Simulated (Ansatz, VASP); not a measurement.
TaN: VASP beside Ansatz

```
Ta N
1.0
     5.06452    0.00000    0.00000
     0.00000    5.06452    0.00000
     0.00000    0.00000    5.06452
Ta N
4 4
Direct
  0.75000 0.75000 0.75000
  0.75000 0.25000 0.25000
  0.25000 0.75000 0.25000
  0.25000 0.25000 0.75000
  0.00000 0.00000 0.50000
  0.00000 0.50000 0.00000
  0.50000 0.00000 0.00000
  0.50000 0.50000 0.00000
```

Change from the starting cell: ordered vacancies on the anion sites of fluorite (P-42m, No. 111).

Alike in both runs: task relaxation of cell and atoms; functional PBE; k mesh 4 × 4 × 4; occupations gaussian, width 0.1 eV; no spin polarisation.

|  | VASP | Ansatz |
| --- | --- | --- |
| version | VASP 6.6.1 | Ansatz 0.2.0 |
| potentials or method | VASP PAW PBE potentials, release 64 (Ta_pv, N), cutoff 600 eV | scalar-relativistic, plane waves, PAW |
| valence electrons in the cell | 64 | 72 |

```csv
,VASP,Ansatz,Ansatz less VASP
"gap on the k mesh at the Fermi level, each at its own relaxed structure (eV)",none,none,-
relaxed volume (Å³/atom),13.80,13.85,+0.050
relaxed length of the cell vector where the two differ most in proportion (Å),4.439,4.450,+0.0101
```

A gap of «none» marks a metal or a gap that the smearing closes. VASP's potentials hold 64 valence electrons a cell and Ansatz's 72, so a difference there can come from the potentials and not from the codes.

Neither program's run includes spin-orbit coupling. Noted on VASP's run: the volume moved by over 15 % at a fixed basis, so the end points are rough.
